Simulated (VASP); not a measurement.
# As: single point with PBE

Crystal: As.

```
CELL_PARAMETERS angstrom
2.70368 0.00000 0.00000
0.00000 2.70368 0.00000
0.00000 0.00000 2.70368
ATOMIC_POSITIONS crystal
As 0.50000 0.50000 0.50000
```

* Program: VASP 6.6.1
* Task: single point
* Functional: PBE
* Potentials or basis: VASP PAW PBE potentials, release 64 (As)
* Cutoff: 520 eV
* k mesh: 10 × 10 × 10
* Occupations: gaussian, width 0.023 eV
* Spin: no spin polarisation
* Dipole correction: no
* Further INCAR settings: ALGO = Normal; EDIFF = 1e-06; NBANDS = 8

The pressure is 2.5 GPa.

Levels at points of the mesh, in eV from the Fermi level:
| k point | band 1 | band 2 | band 3 | band 4 | band 5 | band 6 | band 7 |
| --- | --- | --- | --- | --- | --- | --- | --- |
| (0.00, 0.00, 0.00) | -14.96 | 4.18 | 4.18 | 4.18 | 8.52 | 8.52 | 10.58 |
| (0.50, 0.00, 0.00) | -11.82 | -6.92 | 6.47 | 6.47 | 11.19 | 14.15 | 14.77 |
| (0.50, 0.50, 0.00) | -8.53 | -4.25 | -4.25 | 2.53 | 8.64 | 16.48 | 17.47 |
| (0.50, 0.50, 0.50) | -4.90 | -1.80 | -1.80 | -1.80 | 5.96 | 5.96 | 5.96 |

Wall time 5.6 s on 1 thread of Intel(R) Xeon(R) Platinum 8488C (Sapphire Rapids), with other jobs on the host, peak memory 0.12 GiB.
